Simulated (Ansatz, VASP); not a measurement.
# Zn: VASP beside Ansatz

File POSCAR:

```
Zn
1.0
    2.6700000000      0.0000000000      0.0000000000
   -1.3350000000      2.3122878300      0.0000000000
    0.0000000000      0.0000000000      4.9660000000
Zn
2
Direct
    0.3333333333      0.6666666667      0.2500000000
    0.6666666667      0.3333333333      0.7500000000
```

File INCAR.step1:

```
SYSTEM = Zn
  ALGO = Normal
  EDIFF = 1E-4
  ENCUT = 600
  GGA = PE
  ISMEAR = 0
  LASPH = .TRUE.
  LCHARG = .FALSE.
  LREAL = .FALSE.
  LWAVE = .TRUE.
  NELM = 100
  PREC = Accurate
  SIGMA = 0.1
```

Contents of INCAR.step2:

```
SYSTEM = Zn
  ALGO = Normal
  BPARAM = 11.95
  CPARAM = 0.0093
  EDIFF = 1E-7
  EDIFFG = -0.1
  ENCUT = 600
  IBRION = 2
  ISIF = 3
  ISMEAR = 0
  ISTART = 1
  IVDW_NL = 2
  LASPH = .TRUE.
  LCHARG = .FALSE.
  LMIXTAU = .TRUE.
  LREAL = .FALSE.
  LUSE_VDW = .TRUE.
  LWAVE = .FALSE.
  METAGGA = R2SCAN
  NELM = 100
  NSW = 80
  PREC = Accurate
  SIGMA = 0.1
```

KPOINTS

```
k-points
0
G
  10 10 4
  0 0 0
```

Input for Ansatz:

```yaml
crystal:
  lattice:
    - [2.67, 0.0, 0.0]
    - [-1.335, 2.31228783, 0.0]
    - [0.0, 0.0, 4.966]
  atoms:
    - { symbol: Zn, position: [0.3333333333333333, 0.6666666666666666, 0.25] }
    - { symbol: Zn, position: [0.6666666666666666, 0.3333333333333333, 0.75] }
kpoints:
  mp_grid:
    grid: [10, 10, 4]
hamiltonian:
  xc: r2scan
  dispersion: rvv10
scf:
  convergence:
    dr2_threshold: 1.0e-07
  mixing:
    algorithm: msr1
    beta: 0.4
    ndim: 6
  occupations:
    method: gaussian
relax:
  f_tol: 0.1
  density_extrapolation: none
  cell: {}
```

Alike in both runs: task relaxation of cell and atoms; functional r2SCAN; dispersion rVV10; k mesh 10 × 10 × 4; no spin polarisation.

|  | VASP | Ansatz |
| --- | --- | --- |
| version | VASP 6.6.1 | Ansatz 0.2.0 |
| potentials or method | VASP PAW PBE potentials, release 64 (Zn) | plane waves, PAW |
| plane-wave cutoff (eV) | 600 | 500 |
| occupations | gaussian, width 0.1 eV | gaussian |
| valence electrons in the cell | 24 | 24 |

VASP gave:

| Quantity | Value |
| --- | --- |
| relaxed volume (Å³/atom) | 14.13 |
| relaxed length of the cell vector where the two differ most in proportion (Å) | 4.783 |

Question: Estimate Ansatz's values.

Answer: Relaxed volume (Å³/atom): 14.08; relaxed length of the cell vector where the two differ most in proportion (Å): 4.759.

VASP's potentials were made for PBE, not for r2SCAN. Ansatz's warnings: stress scf threshold loose.
